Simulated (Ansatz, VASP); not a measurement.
## LiF: VASP beside Ansatz

File POSCAR:

```
LiF
1.0
    2.7642956400      0.0000000000      0.0000000000
    0.0000000000      2.7642956400      0.0000000000
    0.0000000000      0.0000000000      2.7642956400
Li F
1 1
Direct
    0.0000000000      0.0000000000      0.0000000000
    0.5000000000      0.5000000000      0.5000000000
```

File INCAR.step1:

```
SYSTEM = LiF
ALGO     = Normal         ! electronic algorithm
EDIFF    = 1E-4           ! SCF threshold, eV
ENCUT    = 520            ! plane-wave cutoff, eV
GGA      = PE             ! functional
ISMEAR   = 0              ! smearing method
LASPH    = .TRUE.         ! aspherical terms in the spheres
LCHARG   = .FALSE.        ! write CHGCAR
LREAL    = .FALSE.        ! projectors in reciprocal space
LWAVE    = .TRUE.         ! write WAVECAR
NBANDS   = 12             ! bands
NELM     = 60             ! most SCF steps
PREC     = Accurate       ! precision mode
SIGMA    = 0.05           ! smearing width, eV
```

INCAR.step2

```
SYSTEM = LiF
ALGO     = Normal         ! electronic algorithm
EDIFF    = 1E-6           ! SCF threshold, eV
ENCUT    = 520            ! plane-wave cutoff, eV
ISIF     = 2              ! what is computed and relaxed
ISMEAR   = 0              ! smearing method
ISTART   = 1            
LASPH    = .TRUE.         ! aspherical terms in the spheres
LCHARG   = .FALSE.        ! write CHGCAR
LMIXTAU  = .TRUE.       
LREAL    = .FALSE.        ! projectors in reciprocal space
LWAVE    = .FALSE.        ! write WAVECAR
METAGGA  = R2SCAN         ! meta-GGA
NBANDS   = 12             ! bands
NELM     = 60             ! most SCF steps
PREC     = Accurate       ! precision mode
SIGMA    = 0.05           ! smearing width, eV
```

Contents of KPOINTS:

```
k-points
0
G
  10 10 10
  0 0 0
```

Input for Ansatz:

```yaml
crystal:
  lattice:
    - [2.76429564, 0.0, 0.0]
    - [0.0, 2.76429564, 0.0]
    - [0.0, 0.0, 2.76429564]
  atoms:
    - { symbol: Li, position: [0.0, 0.0, 0.0] }
    - { symbol: F, position: [0.5, 0.5, 0.5] }
basis:
  ecutwfc: 500
kpoints:
  mp_grid: { grid: [10, 10, 10] }
hamiltonian:
  xc: r2scan
scf:
  occupations: { method: gaussian, width: 0.05 }
output:
  forces: true
  stress: true
  eigenvalues: true
```

Change from the starting cell: strain +0.080 along x and y, +0.080 along z, atoms carried along.

Alike in both runs: task single point; functional r2SCAN; k mesh 10 × 10 × 10; occupations gaussian, width 0.05 eV; no spin polarisation.

|  | VASP | Ansatz |
| --- | --- | --- |
| version | VASP 6.6.1 | Ansatz 0.2.0 |
| potentials or method | VASP PAW PBE potentials, release 64 (Li_sv, F), cutoff 520 eV | scalar-relativistic, plane waves, PAW |
| valence electrons in the cell | 10 | 10 |

Ansatz gave:

- gap on the k mesh at the Fermi level (eV): 6.79
- least direct gap on the mesh (eV): 7.27

Q: Estimate VASP's values.

A: gap on the k mesh at the Fermi level (eV): 6.97; least direct gap on the mesh (eV): 7.45.

VASP's potentials were made for PBE, not for r2SCAN.

Noted on VASP's run: the cutoff is short for stress, so the pressure is rough.
